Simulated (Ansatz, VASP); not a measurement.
**NaI: VASP beside Ansatz**

```
Na I
1.0
     0.00000    3.23112    3.23112
     3.23112    0.00000    3.23112
     3.23112    3.23112    0.00000
Na I
1 1
Direct
  0.00000 0.00000 0.00000
  0.50000 0.50000 0.50000
```

Alike in both runs: task single point; functional PBE; k mesh 6 × 6 × 6; occupations gaussian, width 0.02 eV; no spin polarisation.

|  | VASP | Ansatz |
| --- | --- | --- |
| version | VASP 6.6.1 | Ansatz 0.2.0 |
| potentials or method | VASP PAW PBE potentials, release 64 (Na_pv, I), cutoff 520 eV | scalar-relativistic, plane waves, PAW |
| valence electrons in the cell | 14 | 26 |

|  | VASP | Ansatz | Ansatz less VASP |
| --- | --- | --- | --- |
| gap on the k mesh at the Fermi level (eV) | 3.65 | 3.66 | +0.004 |
| least direct gap on the mesh (eV) | 3.65 | 3.66 | +0.004 |
| pressure (GPa) | 0.5 | 0.5 | -0.02 |

With one functional, cell and mesh, what is left measures potentials, basis and numerics. VASP's potentials hold 14 valence electrons a cell and Ansatz's 26, so a difference there can come from the potentials and not from the codes.

Spin-orbit coupling is off throughout.
